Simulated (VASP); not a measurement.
A run of VASP 6.6.1:

File INCAR:

```
SYSTEM = As
PREC     = Accurate       ! precision mode
ENCUT    = 600            ! plane-wave cutoff, eV
EDIFF    = 1E-7           ! SCF threshold, eV
ISMEAR   = 0              ! smearing method
SIGMA    = 0.1            ! smearing width, eV
LREAL    = .FALSE.        ! projectors in reciprocal space
LASPH    = .TRUE.         ! aspherical terms in the spheres
NELM     = 100            ! most SCF steps
ALGO     = Normal         ! electronic algorithm
ISIF     = 3              ! what is computed and relaxed
LWAVE    = .FALSE.        ! write WAVECAR
LCHARG   = .FALSE.        ! write CHGCAR
GGA      = PE             ! functional
IBRION   = 2              ! ionic algorithm
NSW      = 90             ! ionic steps
EDIFFG   = -0.04          ! ionic threshold
```

KPOINTS

```
Automatic mesh
0
G
  4 4 4
  0 0 0
```

File POSCAR:

```
As
1.0
   -3.2311951500      3.2311951500      3.2311951500
    3.2311951500     -3.2311951500      3.2311951500
    3.2311951500      3.2311951500     -3.2311951500
As
4
Direct
    0.7500000000      0.7500000000      0.7500000000
    0.5000000000      0.0000000000      0.7500000000
    0.0000000000      0.7500000000      0.5000000000
    0.7500000000      0.5000000000      0.0000000000
```

Potentials or basis: VASP PAW PBE potentials, release 64 (As).

Launch:

```bash
$ cat potpaw_PBE.64/As/POTCAR > POTCAR
$ mpirun -np 1 vasp_std > vasp.out
```

Hardware: 1 thread of Intel(R) Xeon(R) Platinum 8488C (Sapphire Rapids), with other jobs on the host.

Question: How long does it take, and how much memory?

Answer: Run time: 43 s on 1 thread of Intel(R) Xeon(R) Platinum 8488C (Sapphire Rapids), on a shared host, peak memory 0.32 GiB. Counts: scf iterations 34, k points 8, ion steps 3.
